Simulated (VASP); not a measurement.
**Mg: single point with LDA**

The system is Mg.

```xyz
2
Lattice="3.0858 0.0000 0.0000 -1.5429 2.6724 0.0000 0.0000 0.0000 5.2837" Properties=species:S:1:pos:R:3 pbc="T T T"
Mg    0.0000    1.7816    1.3209
Mg    1.5429    0.8908    3.9627
```

```json
{
  "Program": "VASP 6.6.1",
  "Task": "single point",
  "Functional": "LDA",
  "Potentials or basis": "VASP PAW LDA potentials, release 64 (Mg)",
  "Cutoff": "520 eV",
  "k mesh": "7 × 7 × 4",
  "Occupations": "gaussian, width 0.1 eV",
  "Spin": "no spin polarisation"
}
```

```
Pressure               : -0.3 GPa
Band gap on the k mesh : zero (band 2 reaches 3.46 eV, above the bottom of band 3 at 0.98 eV)
```

Levels at points of the mesh, in eV from the Fermi level:
| k point | band 1 | band 2 | band 3 | band 4 | band 5 | band 6 | band 7 |
| --- | --- | --- | --- | --- | --- | --- | --- |
| (0.00, 0.00, 0.00) | -7.15 | -2.01 | -1.78 | 11.54 | 11.77 | 11.77 | 12.05 |
| (0.00, 0.00, 0.50) | -5.81 | -5.81 | 4.36 | 4.36 | 12.46 | 12.46 | 12.46 |

Wall time 5.7 s on 1 thread of Intel(R) Xeon(R) Platinum 8259CL CPU @ 2.50GHz (Skylake/Cascade Lake) (shared host), peak memory 0.14 GiB.
